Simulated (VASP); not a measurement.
A run of VASP 6.6.1:

INCAR

```
SYSTEM = Li2S
PREC = Accurate
ENCUT = 750
EDIFF = 1E-6
ISMEAR = 0
SIGMA = 0.01
LREAL = .FALSE.
LASPH = .TRUE.
NELM = 120
ALGO = Normal
ISIF = 2
LWAVE = .FALSE.
LCHARG = .FALSE.
GGA = PS
NBANDS = 13
GGA_COMPAT = .FALSE.
```

The input KPOINTS:

```
regular mesh
0
G
  6 6 6
  0 0 0
```

The input POSCAR:

```
Li2S
1.0
    0.0000000000      2.8726651981      2.8726651981
    2.8726651981      0.0000000000      2.8726651981
    2.8726651981      2.8726651981      0.0000000000
Li S
2 1
Direct
    0.2500000000      0.2500000000      0.2500000000
    0.7500000000      0.7500000000      0.7500000000
    0.0000000000      0.0000000000      0.0000000000
```

Potentials or basis: VASP PAW PBE potentials, release 64 (Li_sv, S).

The run is started by

```bash
$ cat potpaw_PBE.64/Li_sv/POTCAR potpaw_PBE.64/S/POTCAR > POTCAR
$ mpirun -np 1 vasp_std > vasp.out
```

Hardware: 1 thread of Intel(R) Xeon(R) Platinum 8488C (Sapphire Rapids), on a shared host.

Question: How long does it take, and how much memory?

Answer: Wall time 9 s on 1 thread of Intel(R) Xeon(R) Platinum 8488C (Sapphire Rapids), with other jobs on the host, peak memory 0.2 GiB. Counts: scf iterations 12, k points 16.
